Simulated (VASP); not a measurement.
# Li (P1) in VASP: a series of runs, part 2 of 2

VASP 6.6.1.

## Step 3: Single point, PBE

The input, INCAR:

```
PREC = Accurate ; ENCUT = 650
EDIFF = 1E-6 ; ISMEAR = -1
SIGMA = 0.11 ; LREAL = False
LASPH = True ; NELM = 120
ALGO = Normal ; ISIF = 2
LWAVE = False ; LCHARG = False
GGA = PE ; NBANDS = 38
GGA_COMPAT = False
```

The input, KPOINTS:

```
regular mesh
0
Gamma
  2 2 2
```

The input, POSCAR:

```
Li
1.0
    7.2053150000      0.0000000000      0.0000000000
    0.0000000000      7.2053150000      0.0000000000
    0.0000000000      0.0000000000      7.2053150000
Li
16
Direct
   -0.0078136764     -0.0309910115     -0.0248844082
    0.4913178674      0.0584846048      0.0241627188
    0.0380829985      0.4810754283     -0.0042607436
   -0.0039137775      0.0505737778      0.5002279567
    0.2020591744      0.2263606796      0.2686489071
    0.5166047564      0.5024485397      0.0752916424
    0.5306499438      0.0053849138      0.4441166000
    0.7504321463      0.2510785441      0.2557140111
    0.0143505176      0.5163826980      0.4992564517
    0.2992651952      0.6954588384      0.1933989007
    0.2777116615      0.2229326546      0.7894588925
    0.4851696283      0.5131073381      0.5072921864
    0.6958058045      0.7428544068      0.2390735173
    0.7593838715      0.2544649332      0.7432013729
    0.2383518278      0.7404117655      0.7077691954
    0.7262971848      0.7348186720      0.7561362689
```

Potentials or basis: VASP PAW PBE potentials, release 64 (Li_sv).

Command:

```bash
$ cat potpaw_PBE.64/Li_sv/POTCAR > POTCAR
$ mpirun -np 1 vasp_std > vasp.out
```

OUTCAR:

```text
PREC = Accurate
   ENCUT = 650
   EDIFF = 1E-6
   ISMEAR = -1
   LREAL = False
   LASPH = True
   NELM = 120
   ISIF = 2
   GGA = PE

 ion  position               nearest neighbor table
   1  0.992  0.969  0.975-
   2  0.491  0.058  0.024-  11 2.58
   3  0.038  0.481  0.996-
   4  0.996  0.051  0.500-   5 2.57
   5  0.202  0.226  0.269-   4 2.57
   6  0.517  0.502  0.075-  10 2.26  13 2.46
   7  0.531  0.005  0.444-
   8  0.750  0.251  0.256-
   9  0.014  0.516  0.499-
  10  0.299  0.695  0.193-   6 2.26
  11  0.278  0.223  0.789-   2 2.58
  12  0.485  0.513  0.507-
  13  0.696  0.743  0.239-   6 2.46
  14  0.759  0.254  0.743-
  15  0.238  0.740  0.708-
  16  0.726  0.735  0.756-

  LATTYP: Found a simple cubic cell.
 ALAT       =     7.2053150000

  Lattice vectors:

 A1 = (   7.2053150000,   0.0000000000,   0.0000000000)
 A2 = (   0.0000000000,   7.2053150000,   0.0000000000)
 A3 = (   0.0000000000,   0.0000000000,   7.2053150000)

Analysis of symmetry for initial positions (statically):
=====================================================================
 Subroutine PRICEL returns:
 Original cell was already a primitive cell.

 Routine SETGRP: Setting up the symmetry group for a
 simple cubic supercell.

 Subroutine GETGRP returns: Found  1 space group operations
 (whereof  1 operations were pure point group operations)
 out of a pool of 48 trial point group operations.

The static configuration has the point symmetry C_1 .

Analysis of symmetry for dynamics (positions and initial velocities):
[... 139 lines left out ...]
   IALGO  =     38    algorithm
   IMIX   =      4    mixing-type and parameters
     AMIX     =   0.40;   BMIX     =  1.00
     AMIX_MAG =   1.60;   BMIX_MAG =  1.00
  volume/ion in A,a.u.               =      23.38       157.77
  Fermi-wavevector in a.u.,A,eV,Ry     =   0.825725  1.560395  9.276756  0.681822
  Thomas-Fermi vector in A             =   1.937634
   LORBIT       =      0    0 simple, 1 ext, 2 COOP (PROOUT), +10 PAW based schemes
   GGA     = PE    functional components
   LHFCALC =     F    Hartree Fock is set to
   AEXX    =    0.0000 exact exchange contribution
   IVDW    =     0    specifies the selected vdW correction
   LEPSILON=     F    determine dielectric tensor
   LRPA    =     F    only Hartree local field effects (RPA)
 non-spin polarized calculation
  energy-cutoff  :      650.00
  volume of cell :      374.08
 maximum number of plane-waves:     14094
 NGX is ok and might be reduce to    60
   NGX = 29   NGY = 29   NGZ = 29

 number of electron      47.9999974 magnetization

 Free energy of the ion-electron system (eV)
  ---------------------------------------------------
  ext. energy  EPLUGINS =         0.00000000
  ---------------------------------------------------
  free energy    TOTEN  =       -28.75672940 eV

  energy without entropy =      -28.34928566  energy(sigma->0) =      -28.55300753

 E-fermi :   0.0883     XC(G=0):  -6.6855

 val. band max:        0.0588143115   @ k =   0.0000   0.5000   0.5000
 cond. band min:       0.1036772625   @ k =   0.5000   0.0000   0.5000
 fundamental gap:      0.0448629510
 Fermi energy:         0.0882975227

 k-point     1 :       0.0000    0.0000    0.0000
  band No.  band energies     occupation
      1     -46.7695      2.00000
      2     -46.7679      2.00000
      3     -46.7158      2.00000
      4     -46.6811      2.00000
      5     -46.6716      2.00000
      6     -46.6377      2.00000
[... 301 lines left out ...]
     35       2.8250      0.00000
     36       2.8514      0.00000
 [bands above 36 left out]

------------------------ aborting loop because EDIFF is reached ----------------------------------------

  FORCE on cell =-STRESS in cart. coord.  units (eV):
  Direction    XX          YY          ZZ          XY          YZ          ZX
  --------------------------------------------------------------------------------------
  -------------------------------------------------------------------------------------
  Total       -1.3620016     -2.3509955     -2.7910485     -0.3789108      0.6836568      0.1387746
  in kB       -5.8335011    -10.0693969    -11.9541597     -1.6228884      2.9281262      0.5943765
  external PRESSURE =      -9.2856859 kB  Pullay stress =       0.0000000 kB

 VOLUME and BASIS-vectors are now :
 -----------------------------------------------------------------------------
  energy-cutoff  :      650.00
  volume of cell :      374.08
      direct lattice vectors                 reciprocal lattice vectors
     7.205315000  0.000000000  0.000000000     0.138786438  0.000000000  0.000000000
     0.000000000  7.205315000  0.000000000     0.000000000  0.138786438  0.000000000
     0.000000000  0.000000000  7.205315000     0.000000000  0.000000000  0.138786438

 POSITION                                       TOTAL-FORCE (eV/Angst)
 -----------------------------------------------------------------------------------
      7.14902      6.98201      7.02602        -0.029335      0.050646      0.225613
      3.54010      0.42140      0.17410         0.169439     -0.421052      0.047538
      0.27440      3.46630      7.17462        -0.290783     -0.037522     -0.078149
      7.17712      0.36440      3.60430        -0.109701     -0.512229      0.213041
      1.45590      1.63100      1.93570         0.421738      0.249642     -0.217786
      3.72230      3.62030      0.54250         0.159914     -0.895992     -0.848660
[... 8 lines left out ...]
      1.71740      5.33490      5.09970         0.216429      0.300708      0.302528
      5.23320      5.29460      5.44820        -0.050848      0.086790      0.072204
 -----------------------------------------------------------------------------------
    total drift:                                0.000611      0.002061     -0.001302

  FREE ENERGIE OF THE ION-ELECTRON SYSTEM (eV)
  ---------------------------------------------------
  free  energy   TOTEN  =       -28.7567293965 eV

  energy  without entropy=      -28.3492856642  energy(sigma->0) =      -28.55300753
```

Run time: 75 s. Hardware: 1 thread of Intel Xeon 6975P-C (Granite Rapids), shared host; peak memory 0.51 GiB.

What came out:

| Item | Value |
| --- | --- |
| Free energy | -28.7567 eV |
| Pressure | -0.9 GPa |
| Largest force | 1.244 eV/Å |
| Band gap on the k mesh | zero (band 24 reaches 0.48 eV, above the bottom of band 25 at -0.26 eV) |

Forces in eV/Å, atoms in the order of the input:
```
Li  -0.029  0.051  0.226
Li   0.169 -0.421  0.048
Li  -0.291 -0.038 -0.078
Li  -0.110 -0.512  0.213
Li   0.422  0.250 -0.218
Li   0.160 -0.896 -0.849
Li  -0.341 -0.014  0.390
Li   0.217  0.239 -0.091
Li  -0.232 -0.112 -0.185
Li  -0.718  0.809  0.421
Li  -0.152  0.308 -0.393
Li   0.027 -0.422 -0.101
Li   0.799  0.259  0.150
Li  -0.088  0.112  0.094
Li   0.216  0.301  0.303
Li  -0.051  0.087  0.072
```

Stress tensor (GPa, compression positive):
```
-0.58 -0.16  0.06
-0.16 -1.01  0.29
 0.06  0.29 -1.20
```

Caveat: the k points lie up to 0.44 Å⁻¹ apart; forces of over 1 eV/Å act on the atoms, so gaps and moduli don't describe the material at rest.
